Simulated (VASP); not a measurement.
Input of a VASP 6.6.1 run:

INCAR

```
SYSTEM = GaFe3
PREC = Accurate
ENCUT = 520
EDIFF = 1E-6
ISMEAR = -1
SIGMA = 0.1
LREAL = .FALSE.
LASPH = .TRUE.
NELM = 150
ALGO = Normal
ISIF = 2
LWAVE = .FALSE.
LCHARG = .TRUE.
ISPIN = 2
MAGMOM = 0 3.5 3.5 3.5
LORBIT = 11
LMAXMIX = 4
GGA = PS
LELF = .TRUE.
LVHAR = .TRUE.
NBANDS = 30
```

KPOINTS

```
regular mesh
0
G
  5 5 5
  0 0 0
```

Contents of POSCAR:

```
GaFe3
1.0
    3.5427529807      0.0000000000      0.0000000000
    0.0000000000      3.5427529807      0.0000000000
    0.0000000000      0.0000000000      3.5427529807
Ga Fe
1 3
Direct
    0.0000000000      0.0000000000      0.0000000000
    0.0000000000      0.5000000000      0.5000000000
    0.5000000000      0.0000000000      0.5000000000
    0.5000000000      0.5000000000      0.0000000000
```

Potentials or basis: VASP PAW PBE potentials, release 64 (Ga_d, Fe).

Launch:

```sh
$ cat potpaw_PBE.64/Ga_d/POTCAR potpaw_PBE.64/Fe/POTCAR > POTCAR
$ mpirun -np 1 vasp_std > vasp.out
```

(1) What does it give for the pressure?

(2) What does it give for the site moments?

(3) Estimate the net moment.

Answers

(1) 8.8 GPa.

(2) Ga -0.11; Fe +2.15 μB.

(3) 6.40 μB per cell.

Caveat: the cell stands under pressure; the PAW data sets were made with another functional, which shifts forces and pressure a little.
